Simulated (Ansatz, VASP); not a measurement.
AlRu: VASP beside Ansatz

The input INCAR:

```
SYSTEM = AlRu
PREC = Accurate
ENCUT = 500
EDIFF = 1E-6
ISMEAR = 0
SIGMA = 0.1
LREAL = .False.
LASPH = .True.
NELM = 120
ALGO = Normal
ISIF = 2
LWAVE = .False.
LCHARG = .False.
GGA = PS
NBANDS = 16
GGA_COMPAT = .False.
```

File KPOINTS:

```
Automatic mesh
0
Gamma
  6 6 6
  0 0 0
```

Contents of POSCAR:

```
AlRu
1.0
    2.9496930202      0.0000000000      0.0000000000
    0.0000000000      2.9496930202      0.0000000000
    0.0000000000      0.0000000000      2.9496930202
Al Ru
1 1
Direct
    0.0000000000      0.0000000000      0.0000000000
    0.5000000000      0.5000000000      0.5000000000
```

Input for Ansatz:

```yaml
crystal:
  lattice:
    - [2.9496930202, 0.0, 0.0]
    - [0.0, 2.9496930202, 0.0]
    - [0.0, 0.0, 2.9496930202]
  atoms:
    - { symbol: Al, position: [0.0, 0.0, 0.0] }
    - { symbol: Ru, position: [0.5, 0.5, 0.5] }
basis:
  ecutwfc: 420
kpoints:
  mp_grid: { grid: [6, 6, 6] }
hamiltonian:
  xc: pbesol
scf:
  occupations: { method: gaussian, width: 0.1 }
output:
  forces: true
  stress: true
  eigenvalues: true
```

Alike in both runs: task single point; functional PBEsol; k mesh 6 × 6 × 6; occupations gaussian, width 0.1 eV; no spin polarisation.

|  | VASP | Ansatz |
| --- | --- | --- |
| version | VASP 6.6.1 | Ansatz 0.2.0 |
| potentials or method | VASP PAW PBE potentials, release 64 (Al, Ru_pv), cutoff 500 eV | scalar-relativistic, plane waves, PAW |
| valence electrons in the cell | 17 | 19 |

VASP gave:

```
gap on the k mesh at the Fermi level (eV) : none
pressure (GPa)                            : 6.3
```

Which values does Ansatz return?

gap on the k mesh at the Fermi level (eV): none; pressure (GPa): 6.2.

VASP's potentials were made for PBE, not for PBEsol. A gap of «none» marks a metal or a gap that the smearing closes. VASP's potentials hold 17 valence electrons a cell and Ansatz's 19, so a difference there can come from the potentials and not from the codes.
